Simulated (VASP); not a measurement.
Input of a VASP 6.6.1 run:

Contents of INCAR:

```
SYSTEM = ZrB2
ALGO     = Normal         ! electronic algorithm
EDIFF    = 1E-6           ! SCF threshold, eV
ENCUT    = 520            ! plane-wave cutoff, eV
GGA      = CA             ! functional
ISIF     = 2              ! what is computed and relaxed
ISMEAR   = -1             ! smearing method
LASPH    = .TRUE.         ! aspherical terms in the spheres
LCHARG   = .FALSE.        ! write CHGCAR
LREAL    = .FALSE.        ! projectors in reciprocal space
LWAVE    = .FALSE.        ! write WAVECAR
NBANDS   = 16             ! bands
NELM     = 80             ! most SCF steps
PREC     = Accurate       ! precision mode
SIGMA    = 0.03           ! smearing width, eV
```

Contents of KPOINTS:

```
k-points
0
G
  13 13 10
  0 0 0
```

File POSCAR:

```
ZrB2
1.0
    3.1755148523      0.0000000000      0.0000000000
   -1.5877574262      2.7500765323      0.0000000000
    0.0000000000      0.0000000000      3.5316944381
Zr B
1 2
Direct
    0.0000000000      0.0000000000      0.0000000000
    0.3333333333      0.6666666667      0.5000000000
    0.6666666667      0.3333333333      0.5000000000
```

Potentials or basis: VASP PAW LDA potentials, release 64 (Zr_sv, B).

Command:

```sh
$ cat potpaw_LDA.64/Zr_sv/POTCAR potpaw_LDA.64/B/POTCAR > POTCAR
$ mpirun -np 1 vasp_std > vasp.out
```

Q: What does it give for the band gap on the k mesh?

A: Zero (band 9 reaches 11.01 eV, above the bottom of band 10 at 10.14 eV).

Q: What does it give for the pressure?

A: -9.1 GPa.

Stress tensor (GPa, compression positive):
```
-9.57  0.00  0.00
 0.00 -9.57  0.00
 0.00  0.00 -8.12
```
